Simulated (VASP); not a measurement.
GaAs, 2 atoms in the cell. It takes space group Fm-3m (No. 225, cubic). Conventional cell: a = 5.335 Å, b = 5.335 Å, c = 5.335 Å, α = 90.00°, β = 90.00°, γ = 90.00°. Within 3.5 Å of Ga (site symmetry m-3m) lie 6 As at 2.67 Å. As (site symmetry m-3m) has 6 Ga at 2.67 Å within 3.5 Å. 

* Program: VASP 6.6.1
* Task: single point
* Functional: PBE-based screened hybrid with 25 % exact exchange
* Potentials or basis: VASP PAW PBE potentials, release 64 (Ga_d, As)
* Cutoff: 520 eV
* k mesh: 5 × 5 × 5
* Occupations: fermi-dirac, width 0.05 eV
* Spin: no spin polarisation
* Dipole correction: no
* Grid for exact exchange (PRECFOCK): Normal
* Share of exact exchange: 0.25
* Further INCAR settings: ALGO = Normal; EDIFF = 1e-07; NBANDS = 16
* Screening parameter: 0.3 1/Å

Potentials or basis: VASP PAW PBE potentials, release 64 (Ga_d, As).

Command:

```console
$ cat potpaw_PBE.64/Ga_d/POTCAR potpaw_PBE.64/As/POTCAR > POTCAR
$ cp INCAR.step1 INCAR
$ mpirun -np 1 vasp_std > vasp.out
$ cp INCAR.step2 INCAR
$ mpirun -np 1 vasp_std > vasp.out
```

Hardware: 1 thread of Intel(R) Xeon(R) 6975P-C (Granite Rapids), on a shared host.

Task: How long does it take, and how much memory?

Result: It took 11 min on 1 thread of Intel(R) Xeon(R) 6975P-C (Granite Rapids) (shared host), peak memory 0.27 GiB. Counts: k points 10.
